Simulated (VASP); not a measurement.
Wanted: the native input for a VASP 6.6.1 run.

- Task: single point
- Functional: PBE
- Potentials or basis: VASP PAW PBE potentials, release 64 (Cs_sv, Cu)
- Cutoff: 520 eV
- k mesh: 10 × 10 × 10
- Occupations: gaussian, width 0.1 eV
- Spin: no spin polarisation
- Dipole correction: no
- Further INCAR settings: ALGO = Fast; EDIFF = 1e-06; NBANDS = 22

The structure of CsCu2 lies in POSCAR:

```
CsCu2
1.0
    0.0000000000      4.0570087064      4.0570087064
    4.0570087064      0.0000000000      4.0570087064
    4.0570087064      4.0570087064      0.0000000000
Cs Cu
1 2
Direct
    0.0000000000      0.0000000000      0.0000000000
    0.2500000000      0.2500000000      0.2500000000
    0.7500000000      0.7500000000      0.7500000000
```

The input as run:

INCAR

```
SYSTEM = CsCu2
ALGO = Fast ; EDIFF = 1E-6
ENCUT = 520 ; GGA = PE
ISIF = 2 ; ISMEAR = 0
LASPH = .TRUE. ; LCHARG = .TRUE.
LELF = .TRUE. ; LREAL = .FALSE.
LVHAR = .TRUE. ; LWAVE = .FALSE.
NBANDS = 22 ; NELM = 60
PREC = Accurate ; SIGMA = 0.1
```

KPOINTS

```
k-points
0
G
  10 10 10
  0 0 0
```

Potentials or basis: VASP PAW PBE potentials, release 64 (Cs_sv, Cu).

The run is started by

```console
$ cat potpaw_PBE.64/Cs_sv/POTCAR potpaw_PBE.64/Cu/POTCAR > POTCAR
$ mpirun -np 1 vasp_std > vasp.out
```

It gave:

* Pressure: 0.0 GPa
* Band gap on the k mesh: zero (an odd number of electrons rules out a gap without spin polarisation)

Caveat: spin-orbit coupling is left out, which moves the levels of the heavy elements.

It took 5.5 min on 1 thread of Intel Xeon 8259CL (shared host), peak memory 0.39 GiB.
